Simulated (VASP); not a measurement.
Set up this calculation in VASP 6.6.1, as the native input.

- Task: single point
- Functional: PBE
- Potentials or basis: VASP PAW PBE potentials, release 64 (B, N)
- Cutoff: 600 eV
- k mesh: 10 × 10 × 10
- Occupations: gaussian, width 0.01 eV
- Spin: no spin polarisation
- Dipole correction: no
- Further INCAR settings: ALGO = Normal; EDIFF = 1e-06; NBANDS = 11

The structure of BN (zinc blende) lies in POSCAR:

```
BN
1.0
    0.0000000000      1.7580515623      1.7580515623
    1.7580515623      0.0000000000      1.7580515623
    1.7580515623      1.7580515623      0.0000000000
B N
1 1
Direct
    0.0000000000      0.0000000000      0.0000000000
    0.2500000000      0.2500000000      0.2500000000
```

This cell differs from its parent crystal: volume scaled by 0.92.

The input as run:

INCAR

```
ALGO = Normal ; EDIFF = 1E-6
ENCUT = 600 ; GGA = PE
GGA_COMPAT = False ; ISIF = 2
ISMEAR = 0 ; LASPH = True
LCHARG = True ; LELF = True
LREAL = False ; LVHAR = True
LWAVE = False ; NBANDS = 11
NELM = 120 ; PREC = Accurate
SIGMA = 0.01
```

KPOINTS

```
k-points
0
Gamma
  10 10 10
```

Potentials or basis: VASP PAW PBE potentials, release 64 (B, N).

The run is started by

```console
$ cat potpaw_PBE.64/B/POTCAR potpaw_PBE.64/N/POTCAR > POTCAR
$ mpirun -np 1 vasp_std > vasp.out
```

Results of the run:

```json
{
  "Pressure": "40.3 GPa",
  "Band gap on the k mesh": "4.54 eV, indirect (least direct gap 9.22 eV)"
}
```

Run time: 5.3 s on 1 thread of Intel(R) Xeon(R) Platinum 8559C (Emerald Rapids), with other jobs on the host, peak memory 0.12 GiB.
